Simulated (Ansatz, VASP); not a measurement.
One calculation of SiC, two programs

```
CELL_PARAMETERS angstrom
3.14233 0.00000 0.00000
-1.57117 2.72134 0.00000
0.00000 0.00000 4.74492
ATOMIC_POSITIONS crystal
Si 0.33333 0.66667 0.00460
Si 0.66667 0.33333 0.50460
C 0.33333 0.66667 0.33554
C 0.66667 0.33333 0.83554
```

Alike in both runs: task single point; functional LDA; k mesh 12 × 12 × 6; occupations gaussian, width 0.05 eV; no spin polarisation.

|  | VASP | Ansatz |
| --- | --- | --- |
| version | VASP 6.6.1 | Ansatz 0.2.0 |
| potentials or method | VASP PAW LDA potentials, release 64 (Si, C), cutoff 520 eV | scalar-relativistic, plane waves, PAW |
| valence electrons in the cell | 16 | 16 |

Ansatz gave:

| Property | Result |
| --- | --- |
| gap on the k mesh at the Fermi level (eV) | 1.35 |
| least direct gap on the mesh (eV) | 2.89 |
| pressure (GPa) | 21.5 |
| traceless stress, the component that is largest in VASP (GPa) | 85.00 |
| rms of the force components (eV/Å) | 5.812 |

Which values does VASP return?

gap on the k mesh at the Fermi level (eV): 1.34; least direct gap on the mesh (eV): 2.88; pressure (GPa): 21.6; traceless stress, the component that is largest in VASP (GPa): 84.89; rms of the force components (eV/Å): 5.792.

Ansatz warns that its potentials were made for another functional, while VASP's fit it. LDA's correlation is that of Perdew and Zunger in VASP and of Perdew and Wang (1992) in Ansatz. Atom by atom the forces differ by 0.020 eV/Å (rms over components).
